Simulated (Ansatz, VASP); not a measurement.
**Mo: VASP beside Ansatz**

Contents of POSCAR:

```
Mo
1.0
   -1.5942980787      1.5942980787      1.5942980787
    1.5942980787     -1.5942980787      1.5942980787
    1.5942980787      1.5942980787     -1.5942980787
Mo
1
Direct
    0.0000000000      0.0000000000      0.0000000000
```

File INCAR.step1:

```
  PREC = Accurate
  ENCUT = 520
  EDIFF = 1E-5
  ISMEAR = -1
  SIGMA = 0.05
  LREAL = False
  LASPH = True
  NELM = 80
  ALGO = Normal
  ISIF = 2
  LWAVE = True
  LCHARG = False
  GGA = PE
  NBANDS = 13
```

The input INCAR.step2:

```
  PREC = Accurate
  ENCUT = 520
  EDIFF = 1E-6
  ISMEAR = -1
  SIGMA = 0.05
  LREAL = False
  LASPH = True
  NELM = 80
  ALGO = Normal
  ISIF = 2
  LWAVE = False
  LCHARG = False
  GGA = PE
  LHFCALC = True
  HFSCREEN = 0.2079
  PRECFOCK = Normal
  ISTART = 1
  NBANDS = 13
```

Contents of KPOINTS:

```
regular mesh
0
Gamma
  8 8 8
```

Contents of input:

```
crystal:
  lattice:
    - [-1.5942980787, 1.5942980787, 1.5942980787]
    - [1.5942980787, -1.5942980787, 1.5942980787]
    - [1.5942980787, 1.5942980787, -1.5942980787]
  atoms:
    - { symbol: Mo, position: [0.0, 0.0, 0.0] }
hamiltonian:
  xc: hse06
  pseudopotentials: { kind: paw }
kpoints:
  mp_grid: { grid: [8, 8, 8] }
scf:
  occupations: { method: fermi_dirac, width: 0.05 }
output:
  forces: true
  stress: true
  eigenvalues: true
```

Alike in both runs: task single point; functional HSE06; k mesh 8 × 8 × 8; occupations fermi-dirac, width 0.05 eV; no spin polarisation.

|  | VASP | Ansatz |
| --- | --- | --- |
| version | VASP 6.6.1 | Ansatz 0.2.0 |
| potentials or method | VASP PAW PBE potentials, release 64 (Mo_sv) | Ansatz PAW |
| plane-wave cutoff (eV) | 520 | 420 |
| valence electrons in the cell | 14 | 14 |

|  | VASP | Ansatz | Ansatz less VASP |
| --- | --- | --- | --- |
| gap on the k mesh at the Fermi level (eV) | none | none | - |
| pressure (GPa) | -11.3 | -12.1 | -0.77 |

A gap of «none» marks a metal or a gap that the smearing closes. With one functional, cell and mesh, what is left measures potentials, basis and numerics.
